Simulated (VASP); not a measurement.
# HfS2 in VASP: single point with PBE+D3(BJ)

Aim: the single point of HfS2 with PBE+D3(BJ).

Program: VASP 6.6.1. These are calculated values, not measurements. Logs are shortened: lines on timing, memory, paths and dates and some standing lists are left out, and cuts for length are marked.

### 1 The cell of the first run

The cell holds a slab with vacuum, 3 atoms: a = 3.618 Å, b = 3.618 Å, c = 23.322 Å, α = 90.00°, β = 90.00°, γ = 120.00°.

### 2 Single point, PBE+D3(BJ)

Contents of INCAR:

```
PREC = Accurate
ENCUT = 400
EDIFF = 1E-6
ISMEAR = 0
SIGMA = 0.05
LREAL = F
LASPH = T
NELM = 120
ALGO = Normal
ISIF = 2
LWAVE = F
LCHARG = T
LDIPOL = T
IDIPOL = 3
DIPOL = 0.5 0.5 0.255
GGA = PE
IVDW = 12
LELF = T
LVHAR = T
LVACPOTAV = T
NBANDS = 18
GGA_COMPAT = F
NELMDL = -8
```

Contents of KPOINTS:

```
Automatic mesh
0
Gamma
  9 9 1
```

Contents of POSCAR:

```
HfS2
1.0
    3.6183522346      0.0000000000      0.0000000000
   -1.8091761173      3.1335849550      0.0000000000
    0.0000000000      0.0000000000     23.3215597949
S Hf
2 1
Direct
    0.6666666667      0.3333333333      0.1929545039
    0.3333333333      0.6666666667      0.3177651908
    0.0000000000      0.0000000000      0.2553598473
```

Potentials or basis: VASP PAW PBE potentials, release 64 (S, Hf_pv).

The run is started by

```
$ cat potpaw_PBE.64/S/POTCAR potpaw_PBE.64/Hf_pv/POTCAR > POTCAR
$ mpirun -np 1 vasp_std > vasp.out
```

OUTCAR:

```text
PREC = Accurate
   ENCUT = 400
   EDIFF = 1E-6
   ISMEAR = 0
   LREAL = F
   LASPH = T
   NELM = 120
   ISIF = 2
   GGA = PE
   IVDW = 12
   NELMDL = -8
 IVDW          = 12

 ion  position               nearest neighbor table
   1  0.667  0.333  0.193-   3 2.55   3 2.55   3 2.55
   2  0.333  0.667  0.318-   3 2.55   3 2.55   3 2.55
   3  0.000  0.000  0.255-   1 2.55   1 2.55   1 2.55   2 2.55   2 2.55   2 2.55

  LATTYP: Found a hexagonal cell.
 ALAT       =     3.6183522346
 C/A-ratio  =     6.4453536535

  Lattice vectors:

 A1 = (   3.6183522346,   0.0000000000,   0.0000000000)
 A2 = (  -1.8091761173,   3.1335849550,   0.0000000000)
 A3 = (   0.0000000000,   0.0000000000,  23.3215597949)

Analysis of symmetry for initial positions (statically):
=====================================================================
 Subroutine PRICEL returns:
 Original cell was already a primitive cell.

 Routine SETGRP: Setting up the symmetry group for a
 hexagonal supercell.

 Subroutine GETGRP returns: Found 12 space group operations
 (whereof  6 operations were pure point group operations)
 out of a pool of 24 trial point group operations.

The static configuration has the point symmetry C_3v.
 The point group associated with its full space group is D_3d.

Analysis of symmetry for dynamics (positions and initial velocities):
=====================================================================
 Subroutine PRICEL returns:
 Original cell was already a primitive cell.

 Routine SETGRP: Setting up the symmetry group for a
 hexagonal supercell.

 Subroutine GETGRP returns: Found 12 space group operations
 (whereof  6 operations were pure point group operations)
 out of a pool of 24 trial point group operations.

The dynamic configuration has the point symmetry C_3v.
 The point group associated with its full space group is D_3d.

 Subroutine INISYM returns: Found 12 space group operations
 (whereof  6 operations are pure point group operations),
 and found     1 'primitive' translations

----------------------------------------------------------------------------------------

                                     Primitive cell

  volume of cell :     264.4295

  direct lattice vectors                    reciprocal lattice vectors
     3.618352235  0.000000000  0.000000000     0.276368893  0.159561655  0.000000000
    -1.809176117  3.133584955  0.000000000     0.000000000  0.319123309  0.000000000
     0.000000000  0.000000000 23.321559795     0.000000000  0.000000000  0.042878779

[... 78 lines left out ...]
   ISIF   =      2    stress and relaxation
   ISYM   =      2    0-nonsym 1-usesym 2-fastsym
   POTIM  = 0.5000    time-step for ionic-motion
   TEBEG  =    0.0;   TEEND  =   0.0 temperature during run
   PSTRESS=    0.0 pullay stress
   NELECT =      22.0000    total number of electrons
   NUPDOWN=      -1.0000    fix difference up-down
   EMIN   =  10.00;   EMAX   =-10.00  energy-range for DOS
   EFERMI =   0.00;   METHOD = LEGACY
   ISMEAR =     0;   SIGMA  =   0.05  broadening in eV -4-tet -1-fermi 0-gaus
   EFERMI_NEDOS =   21; number of points for ismear=-14 and -15
   IALGO  =     38    algorithm
   IMIX   =      4    mixing-type and parameters
     AMIX     =   0.40;   BMIX     =  1.00
     AMIX_MAG =   1.60;   BMIX_MAG =  1.00
  volume/ion in A,a.u.               =      88.14       594.82
  Fermi-wavevector in a.u.,A,eV,Ry     =   0.714681  1.350552  6.949439  0.510769
  Thomas-Fermi vector in A             =   1.802645
   LORBIT       =      0    0 simple, 1 ext, 2 COOP (PROOUT), +10 PAW based schemes
   GGA     = PE    functional components
   LHFCALC =     F    Hartree Fock is set to
   AEXX    =    0.0000 exact exchange contribution
   IVDW    =    12    specifies the selected vdW correction
   LEPSILON=     F    determine dielectric tensor
   LRPA    =     F    only Hartree local field effects (RPA)
 non-spin polarized calculation
 Gauss-broadening in eV      SIGMA  =   0.05
  energy-cutoff  :      400.00
  volume of cell :      264.43
 maximum number of plane-waves:      4828
 NGX is ok and might be reduce to    24
   NGX = 11   NGY = 11   NGZ = 77

 dipolmoment           0.000000      0.000000      0.000005 electrons x Angstroem

 number of electron      22.0000004 magnetization

 dipolmoment           0.000000      0.000000     -0.000001 electrons x Angstroem

 Free energy of the ion-electron system (eV)
  ---------------------------------------------------
  ext. energy  EPLUGINS =         0.00000000
  ---------------------------------------------------
  free energy    TOTEN  =       -22.91842568 eV

  energy without entropy =      -22.91842568  energy(sigma->0) =      -22.91842568

 E-fermi :  -3.5958     XC(G=0):  -2.8630

 val. band max:       -3.9327941154   @ k =   0.0000   0.0000   0.0000
 cond. band min:      -2.6863280449   @ k =   0.4444  -0.0000   0.0000
 fundamental gap:      1.2464660705
 Fermi energy:        -3.5957889283

 k-point     1 :       0.0000    0.0000    0.0000
  band No.  band energies     occupation
      1     -34.5877      2.00000
      2     -34.4754      2.00000
      3     -34.4754      2.00000
      4     -16.7812      2.00000
      5     -15.3944      2.00000
      6      -8.0467      2.00000
[... 229 lines left out ...]
      5     -15.3135      2.00000
      6      -7.6716      2.00000
[... 10 lines left out ...]
     17       4.0160      0.00000
     18       5.2242      0.00000

------------------------ aborting loop because EDIFF is reached ----------------------------------------

 Edisp (eV)   -0.68561

 E8    (eV) :    -0.3147

  FORCE on cell =-STRESS in cart. coord.  units (eV):
  Direction    XX          YY          ZZ          XY          YZ          ZX
  --------------------------------------------------------------------------------------
  -------------------------------------------------------------------------------------
  Total      -0.26119    -0.26119    -0.21519    -0.00000    -0.00000    -0.00000
  in kB      -1.58252    -1.58252    -1.30382    -0.00000    -0.00000    -0.00000
  external pressure =       -1.49 kB  Pullay stress =        0.00 kB

 VOLUME and BASIS-vectors are now :
 -----------------------------------------------------------------------------
  energy-cutoff  :      400.00
  volume of cell :      264.43
      direct lattice vectors                 reciprocal lattice vectors
     3.618352235  0.000000000  0.000000000     0.276368893  0.159561655  0.000000000
    -1.809176117  3.133584955  0.000000000     0.000000000  0.319123309  0.000000000
     0.000000000  0.000000000 23.321559795     0.000000000  0.000000000  0.042878779

 POSITION                                       TOTAL-FORCE (eV/Angst)
 -----------------------------------------------------------------------------------
      1.80918      1.04453      4.50000        -0.000000      0.000000      0.064520
     -0.00000      2.08906      7.41078         0.000000     -0.000000     -0.064520
      0.00000      0.00000      5.95539        -0.000000      0.000000      0.000000
 -----------------------------------------------------------------------------------
    total drift:                                0.000000     -0.000000     -0.000064

  FREE ENERGIE OF THE ION-ELECTRON SYSTEM (eV)
  ---------------------------------------------------
  free  energy   TOTEN  =       -23.6040311159 eV

  energy  without entropy=      -23.6040311159  energy(sigma->0) =      -23.60403112

 vacuum level on the upper side and lower side of the slab         2.413         2.413
```

OSZICAR:

```text
N       E                     dE             d eps       ncg     rms          rms(c)
DAV:   1     0.934593048399E+02    0.93459E+02   -0.85822E+03   528   0.726E+02
DAV:   2    -0.137915361128E+02   -0.10725E+03   -0.10525E+03   588   0.163E+02
DAV:   3    -0.245677702621E+02   -0.10776E+02   -0.10731E+02   590   0.498E+01
[... 17 lines left out ...]
DAV:  21    -0.229184092804E+02   -0.37221E-04   -0.15611E-06   502   0.422E-03    0.770E-03
DAV:  22    -0.229184211284E+02   -0.11848E-04   -0.31744E-07   468   0.207E-03    0.560E-04
DAV:  23    -0.229184234815E+02   -0.23531E-05   -0.45898E-08   508   0.750E-04    0.361E-04
DAV:  24    -0.229184254816E+02   -0.20001E-05   -0.66162E-08   434   0.654E-04    0.215E-04
DAV:  25    -0.229184256794E+02   -0.19776E-06   -0.45579E-09   470   0.225E-04
   1 F= -.23604031E+02 E0= -.23604031E+02  d E =-.129826E-22
```

stdout:

```text
POSCAR found type information on POSCAR S Hf
 POSCAR found :  2 types and       3 ions
 scaLAPACK will be used
 LDA part: xc-table for (Slater+PW92), standard interpolation
 POSCAR, INCAR and KPOINTS ok, starting setup
 FFT: planning ... GRIDC
 FFT: planning ... GRID_SOFT
 FFT: planning ... GRID
 WAVECAR not read
 entering main loop
 -----------------------------------------------------------------------------
|                                                                             |
|           W    W    AA    RRRRR   N    N  II  N    N   GGGG   !!!           |
|           W    W   A  A   R    R  NN   N  II  NN   N  G    G  !!!           |
|           W    W  A    A  R    R  N N  N  II  N N  N  G       !!!           |
|           W WW W  AAAAAA  RRRRR   N  N N  II  N  N N  G  GGG   !            |
|           WW  WW  A    A  R   R   N   NN  II  N   NN  G    G                |
|           W    W  A    A  R    R  N    N  II  N    N   GGGG   !!!           |
|                                                                             |
|     Did not find any points to average over, which means that no vacuum     |
|     field-free region was found. Please increase the size of  your cell     |
|     in the dimension of the dipole correction to obtain accurate            |
|     workfunction values.                                                    |
|                                                                             |
 -----------------------------------------------------------------------------
```

Run time: 95 s. Hardware: 1 thread of AMD EPYC 7R43 (Zen 3), shared host; peak memory 0.24 GiB.

Results:

```yaml
Free_energy: -23.6040 eV
Largest_force: 0.065 eV/Å
Band_gap_on_the_k_mesh: 1.25 eV, indirect (least direct gap 2.08 eV)
Dispersion_energy_per_atom: -0.229 eV
```

Forces on the atoms (eV/Å):
```
S    0.000  0.000  0.065
S    0.000  0.000 -0.065
Hf   0.000  0.000  0.000
```

Caveat: spin-orbit coupling is left out, which moves the levels of the heavy elements.
